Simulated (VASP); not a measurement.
# Lu (P6_3/mmc) in VASP: further runs, part 2 of 2

VASP 6.6.1.

## Step 5: Single point, LDA

This run uses another cell than the first one, of 30.68 Å³/atom.

Input file INCAR:

```
PREC     = Accurate       # precision mode
ENCUT    = 520            # plane-wave cutoff, eV
EDIFF    = 1E-6           # SCF threshold, eV
ISMEAR   = -1             # smearing method
SIGMA    = 0.05           # smearing width, eV
LREAL    = F              # projectors in reciprocal space
LASPH    = T              # aspherical terms in the spheres
NELM     = 80             # most SCF steps
ALGO     = Normal         # electronic algorithm
ISIF     = 2              # what is computed and relaxed
LWAVE    = F              # write WAVECAR
LCHARG   = T              # write CHGCAR
GGA      = CA             # functional
LELF     = T              # ELF
LVHAR    = T            
NBANDS   = 32             # bands
```

Input file KPOINTS:

```
Automatic mesh
0
Gamma
  9 9 5
```

Input file POSCAR:

```
Lu
1.0
    3.5491987075      0.0000000000      0.0000000000
   -1.7745993538      3.0736962438      0.0000000000
    0.0000000000      0.0000000000      5.6239465347
Lu
2
Direct
    0.6666666667      0.3333333333      0.7500000000
    0.3333333333      0.6666666667      0.2500000000
```

Potentials or basis: VASP PAW PBE potentials, release 64 (Lu).

Started as:

```sh
$ cat potpaw_PBE.64/Lu/POTCAR > POTCAR
$ mpirun -np 1 vasp_std > vasp.out
```

OUTCAR:

```text
PREC = Accurate
   ENCUT = 520
   EDIFF = 1E-6
   ISMEAR = -1
   LREAL = F
   LASPH = T
   NELM = 80
   ISIF = 2
   GGA = CA

 ion  position               nearest neighbor table
   1  0.667  0.333  0.750-   2 3.48   2 3.48   2 3.48   2 3.48   2 3.48   2 3.48
   2  0.333  0.667  0.250-   1 3.48   1 3.48   1 3.48   1 3.48   1 3.48   1 3.48

  LATTYP: Found a hexagonal cell.
 ALAT       =     3.5491987075
 C/A-ratio  =     1.5845679541

  Lattice vectors:

 A1 = (   3.5491987075,   0.0000000000,   0.0000000000)
 A2 = (  -1.7745993538,   3.0736962438,   0.0000000000)
 A3 = (   0.0000000000,   0.0000000000,   5.6239465347)

Analysis of symmetry for initial positions (statically):
=====================================================================
 Subroutine PRICEL returns:
 Original cell was already a primitive cell.

 Routine SETGRP: Setting up the symmetry group for a
 hexagonal supercell.

 Subroutine GETGRP returns: Found 24 space group operations
 (whereof 12 operations were pure point group operations)
 out of a pool of 24 trial point group operations.

The static configuration has the point symmetry D_3d.
 The point group associated with its full space group is D_6h.

Analysis of symmetry for dynamics (positions and initial velocities):
=====================================================================
 Subroutine PRICEL returns:
 Original cell was already a primitive cell.

 Routine SETGRP: Setting up the symmetry group for a
 hexagonal supercell.

 Subroutine GETGRP returns: Found 24 space group operations
 (whereof 12 operations were pure point group operations)
 out of a pool of 24 trial point group operations.

The dynamic configuration has the point symmetry D_3d.
 The point group associated with its full space group is D_6h.

 Subroutine INISYM returns: Found 24 space group operations
 (whereof 12 operations are pure point group operations),
 and found     1 'primitive' translations

----------------------------------------------------------------------------------------

                                     Primitive cell

  volume of cell :      61.3525

  direct lattice vectors                    reciprocal lattice vectors
     3.549198707  0.000000000  0.000000000     0.281753737  0.162670596  0.000000000
    -1.774599354  3.073696244  0.000000000     0.000000000  0.325341192  0.000000000
     0.000000000  0.000000000  5.623946535     0.000000000  0.000000000  0.177811079

  length of vectors
     3.549198707  3.549198708  5.623946535     0.325341192  0.325341192  0.177811079

  position of ions in fractional coordinates (direct lattice)
     0.666666667  0.333333333  0.750000000
     0.333333333  0.666666667  0.250000000

  ion indices of the primitive-cell ions
   primitive index   ion index
                 1           1
                 2           2

----------------------------------------------------------------------------------------

 KPOINTS: Automatic mesh

Automatic generation of k-mesh.
 Grid dimensions read from file:
 generate k-points for:    9    9    5

 Generating k-lattice:

  Cartesian coordinates                     Fractional coordinates (reciprocal lattice)
     0.031305971  0.018074511  0.000000000     0.111111111  0.000000000  0.000000000
     0.000000000  0.036149021  0.000000000     0.000000000  0.111111111  0.000000000
     0.000000000  0.000000000  0.035562216     0.000000000  0.000000000  0.200000000

  Length of vectors
     0.036149021  0.036149021  0.035562216

  Shift w.r.t. Gamma in fractional coordinates (k-lattice)
     0.000000000  0.000000000  0.000000000

 Subroutine IBZKPT returns following result:
 ===========================================

 Found     36 irreducible k-points:

 Following reciprocal coordinates:
            Coordinates               Weight
  0.000000  0.000000  0.000000      1.000000
  0.111111  0.000000  0.000000      6.000000
  0.222222  0.000000  0.000000      6.000000
  0.333333 -0.000000  0.000000      6.000000
  0.444444  0.000000  0.000000      6.000000
  0.111111  0.111111  0.000000      6.000000
[... 16 lines left out ...]
  0.333333  0.222222  0.200000     24.000000
  0.333333  0.333333  0.200000      4.000000
 [... further k-points ...]
   k-points           NKPTS =     36   k-points in BZ     NKDIM =     36   number of bands    NBANDS=     32
   number of dos      NEDOS =    301   number of ions     NIONS =      2
   total plane-waves  NPLWV =  32928
   dimension x,y,z NGX =    28 NGY =   28 NGZ =   42
   dimension x,y,z NGXF=    56 NGYF=   56 NGZF=   84
   ions per type =               2
   NGX,Y,Z   is equivalent  to a cutoff of  13.12, 13.12, 12.42 a.u.
   NGXF,Y,Z  is equivalent  to a cutoff of  26.23, 26.23, 24.83 a.u.
 SYSTEM =  unknown system
   PREC   = accura    normal or accurate (medium, high low for compatibility)
   ISTART =      0    job   : 0-new  1-cont  2-samecut
   ICHARG =      2    charge: 1-file 2-atom 10-const
   ISPIN  =      1    spin polarized calculation?
   LNONCOLLINEAR =      F non collinear calculations
   LSORBIT =      F    spin-orbit coupling
   LASPH  =      T    aspherical Exc in radial PAW
   ENCUT  =  520.0 eV  38.22 Ry    6.18 a.u.   6.60  6.60 10.46*2*pi/ulx,y,z
   NELM   =     80;   NELMIN=  2; NELMDL= -5     # of ELM steps
   EDIFF  = 0.1E-05   stopping-criterion for ELM
   LREAL  =      F    real-space projection
   EDIFFG = 0.1E-04   stopping-criterion for IOM
   NSW    =      0    number of steps for IOM
   IBRION =     -1    ionic relax: 0-MD 1-quasi-New 2-CG
   NFREE  =      0    steps in history (QN), initial steepest desc. (CG)
   ISIF   =      2    stress and relaxation
   ISYM   =      2    0-nonsym 1-usesym 2-fastsym
   POTIM  = 0.5000    time-step for ionic-motion
   TEBEG  =    0.0;   TEEND  =   0.0 temperature during run
   PSTRESS=    0.0 pullay stress
   NELECT =      50.0000    total number of electrons
   NUPDOWN=      -1.0000    fix difference up-down
   EMIN   =  10.00;   EMAX   =-10.00  energy-range for DOS
   EFERMI =   0.00;   METHOD = LEGACY
   ISMEAR =    -1;   SIGMA  =   0.05  broadening in eV -4-tet -1-fermi 0-gaus
   EFERMI_NEDOS =   21; number of points for ismear=-14 and -15
   IALGO  =     38    algorithm
   IMIX   =      4    mixing-type and parameters
     AMIX     =   0.40;   BMIX     =  1.00
     AMIX_MAG =   1.60;   BMIX_MAG =  1.00
  volume/ion in A,a.u.               =      30.68       207.01
  Fermi-wavevector in a.u.,A,eV,Ry     =   1.529164  2.889701 31.815075  2.338342
  Thomas-Fermi vector in A             =   2.636823
   LORBIT       =      0    0 simple, 1 ext, 2 COOP (PROOUT), +10 PAW based schemes
   GGA     = CA    functional components
   LHFCALC =     F    Hartree Fock is set to
   AEXX    =    0.0000 exact exchange contribution
   IVDW    =     0    specifies the selected vdW correction
   LEPSILON=     F    determine dielectric tensor
   LRPA    =     F    only Hartree local field effects (RPA)
 non-spin polarized calculation
  energy-cutoff  :      520.00
  volume of cell :       61.35
 maximum number of plane-waves:      1683
 NGX is ok and might be reduce to    28
   NGX = 13   NGY = 13   NGZ = 21

 number of electron      50.0000001 magnetization

 Free energy of the ion-electron system (eV)
  ---------------------------------------------------
  ext. energy  EPLUGINS =         0.00000000
  ---------------------------------------------------
  free energy    TOTEN  =       -10.18511306 eV

  energy without entropy =      -10.15310468  energy(sigma->0) =      -10.16910887

 E-fermi :   1.7386     XC(G=0): -10.7229

 val. band max:        1.7282986307   @ k =   0.3333   0.1111   0.2000
 cond. band min:       1.7534746670   @ k =   0.3333  -0.0000   0.4000
 fundamental gap:      0.0251760363
 Fermi energy:         1.7386416502

 k-point     1 :       0.0000    0.0000    0.0000
  band No.  band energies     occupation
      1     -54.3079      2.00000
      2     -54.2805      2.00000
      3     -25.3809      2.00000
      4     -25.0188      2.00000
      5     -25.0188      2.00000
      6     -24.9504      2.00000
[... 24 lines left out ...]
     31       4.9941      0.00000
     32       4.9941      0.00000
[... 774 lines left out ...]
      2     -54.2787      2.00000
      3     -25.2450      2.00000
      4     -25.2386      2.00000
      5     -25.2386      2.00000
      6     -25.1296      2.00000
[... 24 lines left out ...]
     31       6.7684      0.00000
     32       6.7698      0.00000

 [... further k-points ...]

------------------------ aborting loop because EDIFF is reached ----------------------------------------

  FORCE on cell =-STRESS in cart. coord.  units (eV):
  Direction    XX          YY          ZZ          XY          YZ          ZX
  --------------------------------------------------------------------------------------
  -------------------------------------------------------------------------------------
  Total       -2.3963269     -2.3963269     -2.8214034      0.0000000     -0.0000000      0.0000000
  in kB      -62.5783627    -62.5783627    -73.6789329      0.0000000     -0.0000000      0.0000000
  external PRESSURE =     -66.2785527 kB  Pullay stress =       0.0000000 kB

 VOLUME and BASIS-vectors are now :
 -----------------------------------------------------------------------------
  energy-cutoff  :      520.00
  volume of cell :       61.35
      direct lattice vectors                 reciprocal lattice vectors
     3.549198707  0.000000000  0.000000000     0.281753737  0.162670596  0.000000000
    -1.774599354  3.073696244  0.000000000     0.000000000  0.325341192  0.000000000
     0.000000000  0.000000000  5.623946535     0.000000000  0.000000000  0.177811079

 POSITION                                       TOTAL-FORCE (eV/Angst)
 -----------------------------------------------------------------------------------
      1.77460      1.02457      4.21796        -0.000000      0.000000      0.000000
     -0.00000      2.04913      1.40599         0.000000      0.000000      0.000000
 -----------------------------------------------------------------------------------
    total drift:                                0.000000     -0.000000      0.000000

  FREE ENERGIE OF THE ION-ELECTRON SYSTEM (eV)
  ---------------------------------------------------
  free  energy   TOTEN  =       -10.1851130567 eV

  energy  without entropy=      -10.1531046847  energy(sigma->0) =      -10.16910887
```

It took 1.7 min on 1 thread of Intel Xeon 8259CL, shared host; peak memory 0.19 GiB.

What came out:

```yaml
Free_energy: -10.1851 eV
Pressure: -6.6 GPa
Band_gap_on_the_k_mesh: zero (bands 25 and 26 overlap by 1.35 eV)
```

Stress tensor (GPa, compression positive):
```
-6.26  0.00  0.00
 0.00 -6.26  0.00
 0.00  0.00 -7.37
```

Levels at points of the mesh, in eV from the Fermi level:
```
           k point  band 21  band 22  band 23  band 24  band 25  band 26  band 27  band 28  band 29  band 30
(0.00, 0.00, 0.00)    -5.07    -5.05    -5.05    -2.38     0.55     2.05     2.05     2.30     2.69     2.69
```

Caveat: the cell stands under tension; the PAW data sets were made with another functional, which shifts forces and pressure a little; spin-orbit coupling is left out, which moves the levels of the heavy elements.

## Step 6: Single point, PBEsol

This run uses another cell than the first one, of 31.27 Å³/atom.

Input file INCAR:

```
SYSTEM = Lu
PREC = Accurate
ENCUT = 520
EDIFF = 1E-7
ISMEAR = -1
SIGMA = 0.05
LREAL = .FALSE.
LASPH = .TRUE.
NELM = 100
ALGO = Normal
ISIF = 2
LWAVE = .FALSE.
LCHARG = .TRUE.
GGA = PS
LELF = .TRUE.
LVHAR = .TRUE.
NBANDS = 32
```

Input file KPOINTS:

```
Automatic mesh
0
G
  9 9 5
  0 0 0
```

Input file POSCAR:

```
Lu
1.0
    3.5718056782      0.0000000000      0.0000000000
   -1.7859028391      3.0932744547      0.0000000000
    0.0000000000      0.0000000000      5.6597688160
Lu
2
Direct
    0.6666666667      0.3333333333      0.7500000000
    0.3333333333      0.6666666667      0.2500000000
```

Potentials or basis: VASP PAW PBE potentials, release 64 (Lu).

Started as:

```sh
$ cat potpaw_PBE.64/Lu/POTCAR > POTCAR
$ mpirun -np 1 vasp_std > vasp.out
```

Wall time 1.8 min (1 thread of Intel Xeon 8259CL, shared host); peak memory 0.22 GiB.

Results (log left out):

```
Free energy            : -9.7899 eV
Pressure               : -5.0 GPa
Band gap on the k mesh : zero (bands 25 and 26 overlap by 1.31 eV)
```

Stress tensor (GPa, compression positive):
```
-4.71  0.00  0.00
 0.00 -4.71  0.00
 0.00  0.00 -5.55
```

Levels at points of the mesh, in eV from the Fermi level:
```
           k point  band 22  band 23  band 24  band 25  band 26  band 27  band 28  band 29
(0.00, 0.00, 0.00)    -4.99    -4.99    -2.34     0.40     2.12     2.12     2.37     2.76
```

Caveat: the cell stands under tension; the PAW data sets were made with another functional, which shifts forces and pressure a little; spin-orbit coupling is left out, which moves the levels of the heavy elements.

## Step 7: Overview

```tsv
level	cell	gap on the mesh (eV)	pressure (GPa)
LDA	a = 3.480, b = 3.480, c = 5.514 Å, angles 90.0, 90.0, 120.0°, 2 atoms	none	-4.7
PBEsol	a = 3.526, b = 3.526, c = 5.588 Å, angles 90.0, 90.0, 120.0°, 2 atoms	none	-3.7
PBEsol	a = 3.549, b = 3.549, c = 5.624 Å, angles 90.0, 90.0, 120.0°, 2 atoms	none	-4.4
LDA	a = 3.549, b = 3.549, c = 5.624 Å, angles 90.0, 90.0, 120.0°, 2 atoms	none	-6.6
PBEsol	a = 3.572, b = 3.572, c = 5.660 Å, angles 90.0, 90.0, 120.0°, 2 atoms	none	-5.0
```

Alike in all rows: task single point; potentials or basis VASP PAW PBE potentials, release 64 (Lu); no spin polarisation; k mesh 9 × 9 × 5; cutoff (eV) 520; smearing fermi-dirac 0.05 eV.

Caveats: the cell stands under tension; the PAW data sets were made with another functional, which shifts forces and pressure a little; spin-orbit coupling is left out, which moves the levels of the heavy elements.

Absolute energies hang on the potentials; compare differences alone.

The gap in the log of VASP goes by the Fermi energy; the results here count the filled bands.